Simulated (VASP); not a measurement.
**W: single point with PBE**

The system is W.

```
CELL_PARAMETERS angstrom
-1.58234 1.58234 1.58234
1.58234 -1.58234 1.58234
1.58234 1.58234 -1.58234
ATOMIC_POSITIONS crystal
W 0.00000 0.00000 0.00000
```

| Quantity | Value |
| --- | --- |
| Program | VASP 6.6.1 |
| Task | single point |
| Functional | PBE |
| Potentials or basis | VASP PAW PBE potentials, release 64 (W_sv) |
| Cutoff | 520 eV |
| k mesh | 12 × 12 × 12 |
| Occupations | gaussian, width 0.018 eV |
| Spin | no spin polarisation |

- Pressure: 6.7 GPa
- Band gap on the k mesh: zero (band 7 reaches 16.61 eV, above the bottom of band 8 at 10.21 eV)

Levels at points of the mesh, in eV from the Fermi level:
```csv
k point,band 5,band 6,band 7,band 8,band 9,band 10
"(0.00, 0.00, 0.00)",-9.52,-1.12,-1.12,-1.12,2.38,2.38
"(0.50, 0.00, 0.00)",-6.16,-3.46,0.80,2.27,3.25,6.26
"(0.50, 0.50, 0.50)",-5.72,-5.72,5.28,5.28,5.28,8.37
```

It took 12 s on 1 thread of AMD EPYC 7R43 64-Core Processor (Zen 3) (shared host), peak memory 0.1 GiB.

Caveat: spin-orbit coupling is left out, which moves the levels of the heavy elements.
